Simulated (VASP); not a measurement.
A run of VASP 6.6.1 is set up as follows.

INCAR

```
PREC     = Accurate       # precision mode
ENCUT    = 500            # plane-wave cutoff, eV
EDIFF    = 1E-7           # SCF threshold, eV
ISMEAR   = 0              # smearing method
SIGMA    = 0.1            # smearing width, eV
LREAL    = False          # projectors in reciprocal space
LASPH    = True           # aspherical terms in the spheres
NELM     = 120            # most SCF steps
ALGO     = Normal         # electronic algorithm
ISIF     = 3              # what is computed and relaxed
LWAVE    = False          # write WAVECAR
LCHARG   = False          # write CHGCAR
GGA      = PS             # functional
IBRION   = 2              # ionic algorithm
NSW      = 80             # ionic steps
EDIFFG   = -0.03          # ionic threshold
PSTRESS  = 150.0        
GGA_COMPAT= False        
NELMIN   = 4
```

The input KPOINTS:

```
Automatic mesh
0
Gamma
  9 9 9
```

The input POSCAR:

```
Nb
1.0
    0.0000000000      2.0950000000      2.0950000000
    2.0950000000      0.0000000000      2.0950000000
    2.0950000000      2.0950000000      0.0000000000
Nb
1
Direct
    0.0000000000      0.0000000000      0.0000000000
```

Potentials or basis: VASP PAW PBE potentials, release 64 (Nb_sv).

Launch:

```sh
$ cat potpaw_PBE.64/Nb_sv/POTCAR > POTCAR
$ mpirun -np 1 vasp_std > vasp.out
```

Question: Estimate the relaxed volume.

Answer: 16.89 Å³/atom.

Question: What does it give for the band gap on the k mesh?

Answer: Zero (an odd number of electrons rules out a gap without spin polarisation).

Final structure:
```xyz
1
Lattice="0.0000 2.0363 2.0363 2.0363 0.0000 2.0363 2.0363 2.0363 0.0000" Properties=species:S:1:pos:R:3 pbc="T T T"
Nb    2.0363    2.0363    0.0000
```

Caveat: the cell is relaxed towards a set pressure, so the run minimises the enthalpy, not the energy; the PAW data sets were made with another functional, which shifts forces and pressure a little.
